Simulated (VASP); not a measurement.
Write the native input for VASP 6.6.1 that does the following.

* Task: single point
* Functional: PBE
* Dispersion: D3(BJ)
* Potentials or basis: VASP PAW PBE potentials, release 64 (S)
* Cutoff: 520 eV
* k mesh: 20 × 20 × 20
* Occupations: gaussian, width 0.15 eV
* Spin: no spin polarisation
* Dipole correction: no
* Further INCAR settings: ALGO = Normal; EDIFF = 1e-06; NBANDS = 9

The structure of S lies in POSCAR:

```
S
1.0
    0.0000000000      2.0541808543      2.0541808543
    2.0541808543      0.0000000000      2.0541808543
    2.0541808543      2.0541808543      0.0000000000
S
1
Direct
    0.0000000000      0.0000000000      0.0000000000
```

This cell differs from its parent crystal: strain +0.030 along x and y, +0.030 along z.

The input as run:

INCAR

```
SYSTEM = S
PREC = Accurate ; ENCUT = 520
EDIFF = 1E-6 ; ISMEAR = 0
SIGMA = 0.15 ; LREAL = .False.
LASPH = .True. ; NELM = 60
ALGO = Normal ; ISIF = 2
LWAVE = .False. ; LCHARG = .False.
GGA = PE ; IVDW = 12
NBANDS = 9
```

KPOINTS

```
regular mesh
0
Gamma
  20 20 20
  0 0 0
```

Potentials or basis: VASP PAW PBE potentials, release 64 (S).

Launch:

```sh
$ cat potpaw_PBE.64/S/POTCAR > POTCAR
$ mpirun -np 1 vasp_std > vasp.out
```

Results of the run:

```yaml
Pressure: -9.1 GPa
Band_gap_on_the_k_mesh: zero (band 3 reaches 8.92 eV, above the bottom of band 4 at 4.03 eV)
Dispersion_energy_per_atom: -0.351 eV
```

Caveat: the cell differs from its parent crystal (strain +0.030 along x and y, +0.030 along z); pairwise dispersion overbinds metals, which lowers pressure and volume.

Wall time 26 s on 1 thread of AMD EPYC 7R13 Processor (Zen 3) (shared host), peak memory 0.13 GiB.
